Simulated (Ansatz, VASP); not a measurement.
# Cu in VASP and in Ansatz

```
Cu
1.0
     2.51982    0.00000    0.00000
    -1.25991    2.18223    0.00000
     0.00000    0.00000   28.34450
Cu
7
Cartesian
  0.0000 0.0000 8.0308
  0.0000 1.4548 10.0677
  1.2599 0.7274 12.1169
  0.0000 0.0000 14.1722
  0.0000 1.4548 16.2276
  1.2599 0.7274 18.2768
  0.0000 0.0000 20.3137
```

Alike in both runs: functional PBEsol; k mesh 18 × 18 × 1; occupations fermi-dirac, width 0.1 eV; no spin polarisation.

Ansatz relaxed the structure, and its values are those at the end. VASP's run is a single point on that final structure, the one shown.

```csv
,VASP,Ansatz
version,VASP 6.6.1,Ansatz 0.2.0
potentials or method,"VASP PAW PBE potentials, release 64 (Cu)","PAW with Ansatz's default frozen-core files, scalar-relativistic"
plane-wave cutoff (eV),520,420
valence electrons in the cell,77,133
```

VASP gave:

```
rms of the force components (eV/Å) : 0.008
```

What did Ansatz give for the same quantities?

rms of the force components (eV/Å): 0.001.

VASP's potentials were made for PBE, not for PBEsol. VASP's potentials hold 77 valence electrons a cell and Ansatz's 133, so a difference there can come from the potentials and not from the codes. Ansatz's warnings: stress scf threshold loose.
